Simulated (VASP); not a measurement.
Input of a VASP 6.6.1 run:

File INCAR:

```
  ALGO = Normal
  EDIFF = 1E-7
  ENCUT = 520
  GGA = PE
  ISIF = 2
  ISMEAR = -1
  IVDW = 12
  LASPH = True
  LCHARG = False
  LREAL = Auto
  LWAVE = False
  NBANDS = 82
  NELM = 100
  PREC = Accurate
  SIGMA = 0.02
```

Contents of KPOINTS:

```
k-points
0
Gamma
  2 2 1
```

POSCAR

```
SiO2
1.0
    5.9131100000      0.0000000000      0.0000000000
    0.0000000000      5.3324000000      0.0000000000
    0.0000000000      0.0000000000     16.7677400000
Si O
8 16
Direct
    0.0000000000      0.0000000000      0.0596383000
    0.5000000000      0.2500000000      0.0596383000
    0.5000000000      0.0000000000      0.2687986646
    1.0000000000      0.2500000000      0.2443314783
    0.0000000000      0.5000000000      0.0596383000
    0.5000000000      0.7500000000      0.0596383000
    0.5000000000      0.5000000000      0.2687986646
    1.0000000000      0.7500000000      0.2443314783
    0.0000000000      0.0000000000      0.1631523850
    0.1937000000      0.2500000000      0.0596383000
    0.5000000000      0.0000000000      0.1164441235
    0.8063000000      0.2500000000      0.0596383000
    0.5000000000      0.0000000000      0.3666837480
    0.6881939567      0.2500000000      0.2412812149
    0.0000000000      0.0000000000      0.3048959123
    0.3118060433      0.2500000000      0.2412812149
    0.0000000000      0.5000000000      0.1631523850
    0.1937000000      0.7500000000      0.0596383000
    0.5000000000      0.5000000000      0.1164441235
    0.8063000000      0.7500000000      0.0596383000
    0.5000000000      0.5000000000      0.3666837480
    0.6881939567      0.7500000000      0.2412812149
    0.0000000000      0.5000000000      0.3048959123
    0.3118060433      0.7500000000      0.2412812149
```

Potentials or basis: VASP PAW PBE potentials, release 64 (Si, O).

Command:

```console
$ cat potpaw_PBE.64/Si/POTCAR potpaw_PBE.64/O/POTCAR > POTCAR
$ mpirun -np 1 vasp_std > vasp.out
```

**Question.** What does it give for the band gap on the k mesh?

**Answer.** Zero (bands 64 and 65 overlap by 0.09 eV).

**Question.** Predict the largest force.

**Answer.** 6.730 eV/Å.

**Question.** What does it give for the dispersion energy per atom?

**Answer.** -0.155 eV.

Forces on the atoms (eV/Å):
```
Si   0.000  0.000  6.730
Si   0.000  0.000  0.264
Si   0.000  0.000 -0.177
Si   0.000  0.000 -0.081
Si   0.000  0.000  6.730
Si   0.000  0.000  0.264
Si   0.000  0.000 -0.177
Si   0.000  0.000 -0.081
O    0.000  0.000  0.091
O   -1.250  0.000 -3.565
O    0.000  0.000  0.071
O    1.250  0.000 -3.565
O    0.000  0.000  0.152
O   -0.009  0.000  0.014
O    0.000  0.000  0.052
O    0.009  0.000  0.014
O    0.000  0.000  0.091
O   -1.250  0.000 -3.565
O    0.000  0.000  0.071
O    1.250  0.000 -3.565
O    0.000  0.000  0.152
O   -0.009  0.000  0.014
O    0.000  0.000  0.052
O    0.009  0.000  0.014
```

Caveat: the k points lie up to 0.59 Å⁻¹ apart.
